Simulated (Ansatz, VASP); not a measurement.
# N: VASP beside Ansatz

File INCAR:

```
PREC = Accurate ; ENCUT = 520
EDIFF = 1E-6 ; ISMEAR = 0
SIGMA = 0.05 ; LREAL = F
LASPH = T ; NELM = 100
ALGO = Normal ; ISIF = 2
LWAVE = F ; LCHARG = T
LELF = T ; LVHAR = T
NBANDS = 30
```

The input KPOINTS:

```
Automatic mesh
0
Gamma
  7 7 2
```

File POSCAR:

```
N
1.0
   -3.5269202438      0.0000000000      0.0000000000
   -1.7634601219     -3.0544025283      0.0000000000
   -0.2939100203      0.5090670880     13.9505029787
N
8
Direct
    0.1841007275      0.4825659391      0.8953956348
    0.2656420108      0.4010246559      0.4061479353
    0.1971714477      0.4694952189      0.8169713135
    0.2787127310      0.3879539357      0.3277236140
    0.6397459857      0.6935873476      0.1615240855
    0.5582047025      0.7751286308      0.6507717850
    0.6528167060      0.6805166274      0.0830997643
    0.5712754227      0.7620579106      0.5723474638
```

Input for Ansatz:

```yaml
crystal:
  lattice:
    - [-3.5269202438, 0.0, 0.0]
    - [-1.7634601219, -3.0544025283, 0.0]
    - [-0.2939100203, 0.509067088, 13.9505029787]
  atoms:
    - { symbol: "N", position: [0.1841007275, 0.4825659391, 0.8953956348] }
    - { symbol: "N", position: [0.2656420108, 0.4010246559, 0.4061479353] }
    - { symbol: "N", position: [0.1971714477, 0.4694952189, 0.8169713135] }
    - { symbol: "N", position: [0.278712731, 0.3879539357, 0.327723614] }
    - { symbol: "N", position: [0.6397459857, 0.6935873476, 0.1615240855] }
    - { symbol: "N", position: [0.5582047025, 0.7751286308, 0.650771785] }
    - { symbol: "N", position: [0.652816706, 0.6805166274, 0.0830997643] }
    - { symbol: "N", position: [0.5712754227, 0.7620579106, 0.5723474638] }
basis:
  ecutwfc: 520.0
kpoints:
  mp_grid: { grid: [7, 7, 2] }
hamiltonian:
  xc: lda
scf:
  occupations: { method: gaussian, width: 0.05 }
output:
  forces: true
  stress: true
  eigenvalues: true
```

Alike in both runs: task single point; functional LDA; k mesh 7 × 7 × 2; occupations gaussian, width 0.05 eV; no spin polarisation.

|  | VASP | Ansatz |
| --- | --- | --- |
| version | VASP 6.6.1 | Ansatz 0.2.0 |
| potentials or method | VASP PAW LDA potentials, release 64 (N), cutoff 520 eV | scalar-relativistic, plane waves, PAW |
| valence electrons in the cell | 40 | 40 |

Ansatz gave:

- gap on the k mesh at the Fermi level (eV): 6.45
- least direct gap on the mesh (eV): 6.59
- pressure (GPa): 0.0
- traceless stress, the component that is largest in VASP (GPa): 0.02
- rms of the force components (eV/Å): 0.017

**Question.** Which values does VASP return?

**Answer.** gap on the k mesh at the Fermi level (eV): 6.40; least direct gap on the mesh (eV): 6.53; pressure (GPa): 2.2; traceless stress, the component that is largest in VASP (GPa): 4.79; rms of the force components (eV/Å): 0.883.

LDA's correlation is that of Perdew and Zunger in VASP and of Perdew and Wang (1992) in Ansatz. Atom by atom the forces differ by 0.885 eV/Å (rms over components).

Noted on VASP's run: the standard files for N, O and F lose accuracy on very short bonds.
